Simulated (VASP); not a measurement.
Input of a VASP 6.6.1 run:

INCAR

```
SYSTEM = SiGe4W
PREC = Accurate
ENCUT = 520
EDIFF = 1E-6
ISMEAR = 0
SIGMA = 0.1
LREAL = .False.
LASPH = .True.
NELM = 100
ALGO = Normal
ISIF = 2
LWAVE = .False.
LCHARG = .False.
GGA = PE
NBANDS = 46
```

KPOINTS

```
Automatic mesh
0
Gamma
  6 6 2
  0 0 0
```

POSCAR

```
SiGe4W
1.0
    3.4125211300      0.0000000000      0.0000000000
   -1.7062605700      2.9553299900      0.0000000000
    0.0000000000      0.0000000000     11.7515815500
Si Ge W
1 4 1
Direct
    0.0000000000      0.0000000000      0.5000000000
    0.6666666700      0.3333333300      0.8897569800
    0.6666666700      0.3333333300      0.3766410100
    0.3333333300      0.6666666700      0.6233589900
    0.3333333300      0.6666666700      0.1102430200
    0.0000000000      0.0000000000      0.0000000000
```

Potentials or basis: VASP PAW PBE potentials, release 64 (Si, Ge_d, W_sv).

Run with:

```sh
$ cat potpaw_PBE.64/Si/POTCAR potpaw_PBE.64/Ge_d/POTCAR potpaw_PBE.64/W_sv/POTCAR > POTCAR
$ mpirun -np 1 vasp_std > vasp.out
```

Q: Predict the pressure.

A: 18.9 GPa.

Q: What does it give for the largest force?

A: 4.771 eV/Å.

Q: What does it give for the band gap on the k mesh?

A: Zero (band 37 reaches 7.54 eV, above the bottom of band 38 at 5.71 eV).

Forces on the atoms (eV/Å):
```
Si   0.000  0.000  0.000
Ge   0.000  0.000 -4.771
Ge   0.000  0.000 -1.214
Ge   0.000  0.000  1.214
Ge   0.000  0.000  4.771
W    0.000  0.000  0.000
```

Caveat: spin-orbit coupling is left out, which moves the levels of the heavy elements; forces of over 1 eV/Å act on the atoms, so gaps and moduli don't describe the material at rest.
